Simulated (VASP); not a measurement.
Wanted: the native input for a VASP 6.6.1 run.

* Task: single point
* Functional: BLYP
* Dispersion: D3(BJ)
* Potentials or basis: VASP PAW PBE potentials, release 64 (V_sv, O)
* Cutoff: 600 eV
* k mesh: 6 × 6 × 9
* Occupations: fermi-dirac, width 0.05 eV
* Spin: collinear spin, ferromagnetic start
* Starting moments: [2.0, 2.0, 0.0, 0.0, 0.0, 0.0] μB
* Dipole correction: no
* Further INCAR settings: ALGO = Normal; EDIFF = 1e-06; NBANDS = 38

The structure of VO2 lies in POSCAR:

```
VO2
1.0
    4.4151925128      0.0000000000      0.0000000000
    0.0000000000      4.4151925128      0.0000000000
    0.0000000000      0.0000000000      2.9823009287
V O
2 4
Direct
    0.5000000000      0.5000000000      0.5000000000
    0.0000000000      0.0000000000      0.0000000000
    0.2003580000      0.7996420000      0.5000000000
    0.7996420000      0.2003580000      0.5000000000
    0.7003580000      0.7003580000      0.0000000000
    0.2996420000      0.2996420000      0.0000000000
```

One way to write it, as run:

INCAR

```
SYSTEM = VO2
PREC = Accurate
ENCUT = 600
EDIFF = 1E-6
ISMEAR = -1
SIGMA = 0.05
LREAL = .FALSE.
LASPH = .TRUE.
NELM = 200
ALGO = Normal
ISIF = 2
LWAVE = .FALSE.
LCHARG = .TRUE.
ISPIN = 2
MAGMOM = 2 2 0 0 0 0
LORBIT = 11
LMAXMIX = 4
GGA = B5
ALDAX = 1.0
AGGAX = 1.0
AGGAC = 1.0
ALDAC = 0.0
IVDW = 12
VDW_S6 = 1.0
VDW_S8 = 2.6996
VDW_A1 = 0.4298
VDW_A2 = 4.2359
LELF = .TRUE.
LVHAR = .TRUE.
NBANDS = 38
GGA_COMPAT = .FALSE.
```

KPOINTS

```
Automatic mesh
0
G
  6 6 9
  0 0 0
```

Potentials or basis: VASP PAW PBE potentials, release 64 (V_sv, O).

Launch:

```sh
$ cat potpaw_PBE.64/V_sv/POTCAR potpaw_PBE.64/O/POTCAR > POTCAR
$ mpirun -np 1 vasp_std > vasp.out
```

It gave:

The pressure is 4.5 GPa, the largest force is 0.188 eV/Å and the band gap on the k mesh is zero (filled and empty bands overlap). The net moment is 2.00 μB per cell. The site moments are V +1.04; O -0.05 μB and the valence electrons inside the program's atomic spheres are V 11.53; O 5.07. The dispersion energy per atom is -0.528 eV.

Caveat: the stress differs along the axes, from -8 to 11 GPa; the PAW data sets were made with another functional, which shifts forces and pressure a little; semilocal functionals often make such compounds metallic where correlation or magnetic order opens a gap, which also shifts bond lengths.

It took 3.1 min on 1 thread of Oxide Virtual Turin-like Processor, on a shared host, peak memory 0.29 GiB.
